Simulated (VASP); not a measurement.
# Au (Fm-3m) in VASP: relaxation of cell and atoms with r2SCAN

Aim: the relaxation of cell and atoms of Au with r2SCAN.

Everything below comes from runs of VASP 6.6.1. Logs are shortened: lines on timing, memory, paths and dates and some standing lists are left out, and cuts for length are marked.

### 1 The cell of the first run

The structure is cubic, space group Fm-3m (No. 225). The conventional cell has a = 4.117 Å, b = 4.117 Å, c = 4.117 Å, α = 90.00°, β = 90.00°, γ = 90.00°. Within 3.8 Å of Au (site symmetry m-3m) lie 12 Au at 2.91 Å.

### 2 Relaxation of cell and atoms, r2SCAN

POSCAR reads:

```
Au
1.0
    0.0000000000      2.0585000000      2.0585000000
    2.0585000000      0.0000000000      2.0585000000
    2.0585000000      2.0585000000      0.0000000000
Au
1
Direct
    0.0000000000      0.0000000000      0.0000000000
```

INCAR.step1 reads:

```
SYSTEM = Au
PREC = Accurate ; ENCUT = 600
ISMEAR = 0 ; SIGMA = 0.1
LREAL = .FALSE. ; LASPH = .TRUE.
NELM = 60 ; GGA = PE
ALGO = Normal ; EDIFF = 1E-4
LWAVE = .TRUE. ; LCHARG = .FALSE.
```

INCAR.step2 reads:

```
SYSTEM = Au
PREC = Accurate ; ENCUT = 600
EDIFF = 1E-6 ; ISMEAR = 0
SIGMA = 0.1 ; LREAL = .FALSE.
LASPH = .TRUE. ; NELM = 60
ALGO = Normal ; ISIF = 3
LWAVE = .FALSE. ; LCHARG = .FALSE.
METAGGA = R2SCAN ; LMIXTAU = .TRUE.
IBRION = 2 ; NSW = 100
EDIFFG = -0.002 ; ISTART = 1
```

KPOINTS reads:

```
Automatic mesh
0
G
  18 18 18
  0 0 0
```

Potentials or basis: VASP PAW PBE potentials, release 64 (Au).

Started as:

```bash
> cat potpaw_PBE.64/Au/POTCAR > POTCAR
> cp INCAR.step1 INCAR
> mpirun -np 1 vasp_std > vasp.out
> cp INCAR.step2 INCAR
> mpirun -np 1 vasp_std > vasp.out
```

OUTCAR:

```text
SYSTEM = Au
   PREC = Accurate
   ENCUT = 600
   EDIFF = 1E-6
   ISMEAR = 0
   LREAL = .FALSE.
   LASPH = .TRUE.
   NELM = 60
   ISIF = 3
   METAGGA = R2SCAN
   IBRION = 2
   NSW = 100
   EDIFFG = -0.002
   ISTART = 1

 ion  position               nearest neighbor table
   1  0.000  0.000  0.000-

  LATTYP: Found a face centered cubic cell.
 ALAT       =     4.1170000000

  Lattice vectors:

 A1 = (   0.0000000000,   2.0585000000,   2.0585000000)
 A2 = (   2.0585000000,   0.0000000000,   2.0585000000)
 A3 = (   2.0585000000,   2.0585000000,   0.0000000000)

Analysis of symmetry for initial positions (statically):
=====================================================================
 Subroutine PRICEL returns:
 Original cell was already a primitive cell.

 Routine SETGRP: Setting up the symmetry group for a
 face centered cubic supercell.

 Subroutine GETGRP returns: Found 48 space group operations
 (whereof 48 operations were pure point group operations)
 out of a pool of 48 trial point group operations.

The static configuration has the point symmetry O_h .

Analysis of symmetry for dynamics (positions and initial velocities):
=====================================================================
 Subroutine PRICEL returns:
 Original cell was already a primitive cell.

 Routine SETGRP: Setting up the symmetry group for a
 face centered cubic supercell.

 Subroutine GETGRP returns: Found 48 space group operations
 (whereof 48 operations were pure point group operations)
 out of a pool of 48 trial point group operations.

The dynamic configuration has the point symmetry O_h .

 Subroutine INISYM returns: Found 48 space group operations
 (whereof 48 operations are pure point group operations),
 and found     1 'primitive' translations

----------------------------------------------------------------------------------------

                                     Primitive cell

  volume of cell :      17.4455

  direct lattice vectors                    reciprocal lattice vectors
     0.000000000  2.058500000  2.058500000    -0.242895312  0.242895312  0.242895312
     2.058500000  0.000000000  2.058500000     0.242895312 -0.242895312  0.242895312
     2.058500000  2.058500000  0.000000000     0.242895312  0.242895312 -0.242895312

  length of vectors
     2.911158618  2.911158618  2.911158618     0.420707022  0.420707022  0.420707022

  position of ions in fractional coordinates (direct lattice)
     0.000000000  0.000000000  0.000000000

  ion indices of the primitive-cell ions
   primitive index   ion index
                 1           1

----------------------------------------------------------------------------------------

 KPOINTS: Automatic mesh

Automatic generation of k-mesh.
 Grid dimensions read from file:
 generate k-points for:   18   18   18

 Generating k-lattice:

  Cartesian coordinates                     Fractional coordinates (reciprocal lattice)
    -0.013494184  0.013494184  0.013494184     0.055555556  0.000000000  0.000000000
     0.013494184 -0.013494184  0.013494184     0.000000000  0.055555556  0.000000000
     0.013494184  0.013494184 -0.013494184     0.000000000  0.000000000  0.055555556

  Length of vectors
     0.023372612  0.023372612  0.023372612

  Shift w.r.t. Gamma in fractional coordinates (k-lattice)
     0.000000000  0.000000000  0.000000000

 Subroutine IBZKPT returns following result:
 ===========================================

 Found    195 irreducible k-points:

 Following reciprocal coordinates:
            Coordinates               Weight
  0.000000  0.000000  0.000000      1.000000
  0.055556  0.000000  0.000000      8.000000
  0.111111  0.000000  0.000000      8.000000
  0.166667  0.000000  0.000000      8.000000
  0.222222  0.000000  0.000000      8.000000
  0.277778  0.000000  0.000000      8.000000
[... 16 lines left out ...]
 -0.277778  0.055556  0.000000     24.000000
 -0.222222  0.055556  0.000000     24.000000
 [... further k-points ...]
   k-points           NKPTS =    195   k-points in BZ     NKDIM =    195   number of bands    NBANDS=      9
   number of dos      NEDOS =    301   number of ions     NIONS =      1
   total plane-waves  NPLWV =  13824
   dimension x,y,z NGX =    24 NGY =   24 NGZ =   24
   dimension x,y,z NGXF=    48 NGYF=   48 NGZF=   48
   ions per type =               1
   NGX,Y,Z   is equivalent  to a cutoff of  13.71, 13.71, 13.71 a.u.
   NGXF,Y,Z  is equivalent  to a cutoff of  27.41, 27.41, 27.41 a.u.
 SYSTEM =  Au
   PREC   = accura    normal or accurate (medium, high low for compatibility)
   ISTART =      1    job   : 0-new  1-cont  2-samecut
   ICHARG =      0    charge: 1-file 2-atom 10-const
   ISPIN  =      1    spin polarized calculation?
   LNONCOLLINEAR =      F non collinear calculations
   LSORBIT =      F    spin-orbit coupling
   LASPH  =      T    aspherical Exc in radial PAW
   ENCUT  =  600.0 eV  44.10 Ry    6.64 a.u.   5.81  5.81  5.81*2*pi/ulx,y,z
   NELM   =     60;   NELMIN=  2; NELMDL=  0     # of ELM steps
   EDIFF  = 0.1E-05   stopping-criterion for ELM
   LREAL  =      F    real-space projection
   EDIFFG = -.2E-02   stopping-criterion for IOM
   NSW    =    100    number of steps for IOM
   IBRION =      2    ionic relax: 0-MD 1-quasi-New 2-CG
   NFREE  =      1    steps in history (QN), initial steepest desc. (CG)
   ISIF   =      3    stress and relaxation
   ISYM   =      2    0-nonsym 1-usesym 2-fastsym
   POTIM  = 0.5000    time-step for ionic-motion
   TEBEG  =    0.0;   TEEND  =   0.0 temperature during run
   PSTRESS=    0.0 pullay stress
   NELECT =      11.0000    total number of electrons
   NUPDOWN=      -1.0000    fix difference up-down
   EMIN   =  10.00;   EMAX   =-10.00  energy-range for DOS
   EFERMI =   0.00;   METHOD = LEGACY
   ISMEAR =     0;   SIGMA  =   0.10  broadening in eV -4-tet -1-fermi 0-gaus
   EFERMI_NEDOS =   21; number of points for ismear=-14 and -15
   IALGO  =     38    algorithm
   IMIX   =      4    mixing-type and parameters
     AMIX     =   0.40;   BMIX     =  1.00
     AMIX_MAG =   1.60;   BMIX_MAG =  1.00
  volume/ion in A,a.u.               =      17.45       117.73
  Fermi-wavevector in a.u.,A,eV,Ry     =   1.403820  2.652836 26.813157  1.970711
  Thomas-Fermi vector in A             =   2.526444
   LORBIT       =      0    0 simple, 1 ext, 2 COOP (PROOUT), +10 PAW based schemes
   METAGGA = R2SCAN    functional components
   LHFCALC =     F    Hartree Fock is set to
   AEXX    =    0.0000 exact exchange contribution
   IVDW    =     0    specifies the selected vdW correction
   LEPSILON=     F    determine dielectric tensor
   LRPA    =     F    only Hartree local field effects (RPA)
 conjugate gradient relaxation of ions
 non-spin polarized calculation
 Gauss-broadening in eV      SIGMA  =   0.10
  energy-cutoff  :      600.00
  volume of cell :       17.45
 maximum number of plane-waves:       594
   NGX = 11   NGY = 11   NGZ = 11

--------------------------------------- Ionic step        1  -------------------------------------------

 number of electron      11.0000001 magnetization

 Free energy of the ion-electron system (eV)
  ---------------------------------------------------
  ext. energy  EPLUGINS =         0.00000000
  ---------------------------------------------------
  free energy    TOTEN  =       -50.59586383 eV

  energy without entropy =      -50.59469931  energy(sigma->0) =      -50.59528157

------------------------ aborting loop because EDIFF is reached ----------------------------------------

  FORCE on cell =-STRESS in cart. coord.  units (eV):
  Direction    XX          YY          ZZ          XY          YZ          ZX
  --------------------------------------------------------------------------------------
  -------------------------------------------------------------------------------------
  Total        0.1298798      0.1298798      0.1298798      0.0000000      0.0000000     -0.0000000
  in kB       11.9280576     11.9280576     11.9280576      0.0000000      0.0000000     -0.0000000
  external PRESSURE =      11.9280576 kB  Pullay stress =       0.0000000 kB

 VOLUME and BASIS-vectors are now :
 -----------------------------------------------------------------------------
  energy-cutoff  :      600.00
  volume of cell :       17.45
      direct lattice vectors                 reciprocal lattice vectors
     0.000000000  2.058500000  2.058500000    -0.242895312  0.242895312  0.242895312
     2.058500000  0.000000000  2.058500000     0.242895312 -0.242895312  0.242895312
     2.058500000  2.058500000  0.000000000     0.242895312  0.242895312 -0.242895312
[... 36 lines left out ...]
 POSITION                                       TOTAL-FORCE (eV/Angst)
 -----------------------------------------------------------------------------------
      0.00000      0.00000      0.00000         0.000000     -0.000000     -0.000000
 -----------------------------------------------------------------------------------
    total drift:                               -0.000000      0.000000      0.000000

  FREE ENERGIE OF THE ION-ELECTRON SYSTEM (eV)
  ---------------------------------------------------
  free  energy   TOTEN  =       -50.5952507209 eV

  energy  without entropy=      -50.5941166905  energy(sigma->0) =      -50.59468371

--------------------------------------- Ionic step        3  -------------------------------------------

 number of electron      11.0000001 magnetization

 Free energy of the ion-electron system (eV)
  ---------------------------------------------------
  ext. energy  EPLUGINS =         0.00000000
  ---------------------------------------------------
  free energy    TOTEN  =       -50.59633884 eV

  energy without entropy =      -50.59518839  energy(sigma->0) =      -50.59576361

 E-fermi :   8.7827     XC(G=0): -13.4109

 val. band max:        8.7607927618   @ k =   0.5000   0.2778   0.1111
 cond. band min:       8.8231337962   @ k =   0.5000   0.1667   0.0556
 fundamental gap:      0.0623410344
 Fermi energy:         8.7827073328

 k-point     1 :       0.0000    0.0000    0.0000
  band No.  band energies     occupation
      1      -0.9352      2.00000
      2       4.0405      2.00000
      3       4.0405      2.00000
      4       4.0405      2.00000
      5       5.4913      2.00000
      6       5.4913      2.00000
      7      24.1795      0.00000
      8      28.0834      0.00000
      9      28.0834      0.00000

 k-point     2 :       0.0556    0.0000    0.0000
  band No.  band energies     occupation
      1      -0.8262      2.00000
      2       4.0070      2.00000
      3       4.0773      2.00000
      4       4.0773      2.00000
      5       5.4753      2.00000
      6       5.4753      2.00000
      7      24.2989      0.00000
      8      27.3523      0.00000
      9      28.2026      0.00000
[... 253 lines left out ...]
 k-point    24 :      -0.2222    0.0556    0.0000
  band No.  band energies     occupation
      1       0.8589      2.00000
      2       3.8235      2.00000
      3       4.3424      2.00000
      4       4.3722      2.00000
      5       5.4152      2.00000
      6       5.8863      2.00000
      7      20.7560      0.00000
      8      25.1812      0.00000
      9      27.8579      0.00000

 [... further k-points ...]
[... 5 lines left out ...]
  --------------------------------------------------------------------------------------
  -------------------------------------------------------------------------------------
  Total        0.0012240      0.0012240      0.0012240      0.0000000     -0.0000000      0.0000000
  in kB        0.1115863      0.1115863      0.1115863      0.0000000     -0.0000000      0.0000000
  external PRESSURE =       0.1115863 kB  Pullay stress =       0.0000000 kB

 VOLUME and BASIS-vectors are now :
 -----------------------------------------------------------------------------
  energy-cutoff  :      600.00
  volume of cell :       17.57
      direct lattice vectors                 reciprocal lattice vectors
     0.000000000  2.063571552  2.063571552    -0.242298359  0.242298359  0.242298359
     2.063571552  0.000000000  2.063571552     0.242298359 -0.242298359  0.242298359
     2.063571552  2.063571552 -0.000000000     0.242298359  0.242298359 -0.242298359

 POSITION                                       TOTAL-FORCE (eV/Angst)
 -----------------------------------------------------------------------------------
      0.00000      0.00000      0.00000         0.000000      0.000000      0.000000
 -----------------------------------------------------------------------------------
    total drift:                               -0.000000      0.000000     -0.000000

  FREE ENERGIE OF THE ION-ELECTRON SYSTEM (eV)
  ---------------------------------------------------
  free  energy   TOTEN  =       -50.5963388410 eV

  energy  without entropy=      -50.5951883886  energy(sigma->0) =      -50.59576361

 reached required accuracy - stopping structural energy minimisation
```

It took 4.2 min on 1 thread of Intel Xeon 8259CL, shared host; peak memory 0.18 GiB.

Results:

```yaml
Free_energy: -50.5963 eV
Relaxed_volume: 17.57 Å³/atom
Relaxed_cell: a = 2.918 Å, b = 2.918 Å, c = 2.918 Å, α = 60.00°, β = 60.00°, γ = 60.00°
Space_group_after_relaxing_to_0.1_Å: Fm-3m (No. 225)
Energy_gained_by_relaxing: 0.5 meV/atom
Ionic_steps: 3
Pressure_after_relaxing: 0.0 GPa
Band_gap_on_the_k_mesh: zero (an odd number of electrons rules out a gap without spin polarisation)
```

The path:
| step | energy change (eV) | largest force (eV/Å) | pressure (GPa) | volume (Å³) |
| --- | --- | --- | --- | --- |
| 1 | 0.0000 | 0.0000 | 1.19 | 17.45 |
| 2 | 0.0006 | 0.0000 | -1.70 | 17.78 |
| 3 | -0.0005 | 0.0000 | 0.01 | 17.57 |

Final structure:
```xyz
1
Lattice="0.0000 2.0636 2.0636 2.0636 0.0000 2.0636 2.0636 2.0636 0.0000" Properties=species:S:1:pos:R:3 pbc="T T T"
Au    0.0000    0.0000    0.0000
```

Levels at points of the mesh, in eV from the Fermi level:
| k point | band 4 | band 5 | band 6 | band 7 | band 8 | band 9 |
| --- | --- | --- | --- | --- | --- | --- |
| (0.00, 0.00, 0.00) | -4.74 | -3.29 | -3.29 | 15.40 | 19.30 | 19.30 |
| (0.50, 0.00, 0.00) | -2.11 | -2.11 | -0.61 | 3.05 | 14.87 | 17.72 |
| (0.50, 0.50, 0.00) | -1.78 | -1.78 | 1.32 | 5.79 | 10.47 | 10.47 |

Caveat: the PAW data sets were made with another functional, which shifts forces and pressure a little; spin-orbit coupling is left out, which moves the levels of the heavy elements. Zero-point motion and thermal expansion aren't in these numbers.
